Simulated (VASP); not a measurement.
A run of VASP 6.6.1:

The input POSCAR:

```
Ta2O5
1.0
   -2.6235558929      2.6235558929      4.7757106040
    2.6235558929     -2.6235558929      4.7757106040
    2.6235558929      2.6235558929     -4.7757106040
Ta O
2 5
Direct
    0.2208039348      0.2208039348      0.0000000000
    0.8027527690      0.8027527690      0.0000000000
    0.0000000000      0.0000000000      0.0000000000
    0.5000000000      0.0000000000      0.0000000000
    0.0000000000      0.5000000000      0.0000000000
    0.0000000000      0.0000000000      0.5000000000
    0.5000000000      0.5000000000      0.5000000000
```

Contents of INCAR.step1:

```
SYSTEM = Ta2O5
PREC = Accurate
ENCUT = 520
ISMEAR = 0
SIGMA = 0.05
LREAL = .False.
LASPH = .True.
NELM = 80
NBANDS = 35
GGA = PE
ALGO = Normal
EDIFF = 1E-4
LWAVE = .True.
LCHARG = .False.
```

Contents of INCAR.step2:

```
SYSTEM = Ta2O5
PREC = Accurate
ENCUT = 520
EDIFF = 1E-6
ISMEAR = 0
SIGMA = 0.05
LREAL = .False.
LASPH = .True.
NELM = 80
ALGO = Normal
ISIF = 2
LWAVE = .False.
LCHARG = .True.
METAGGA = R2SCAN
LMIXTAU = .True.
LELF = .True.
LVHAR = .True.
NBANDS = 35
ISTART = 1
```

The input KPOINTS:

```
regular mesh
0
Gamma
  8 8 8
  0 0 0
```

Potentials or basis: VASP PAW PBE potentials, release 64 (Ta_pv, O).

Run with:

```bash
$ cat potpaw_PBE.64/Ta_pv/POTCAR potpaw_PBE.64/O/POTCAR > POTCAR
$ cp INCAR.step1 INCAR
$ mpirun -np 1 vasp_std > vasp.out
$ cp INCAR.step2 INCAR
$ mpirun -np 1 vasp_std > vasp.out
```

Hardware: 1 thread of Oxide Virtual Turin-like Processor, with other jobs on the host.

Question: How long does it take, and how much memory?

Answer: Wall time 39 min on 1 thread of Oxide Virtual Turin-like Processor (shared host), peak memory 0.46 GiB. Counts: k points 59.
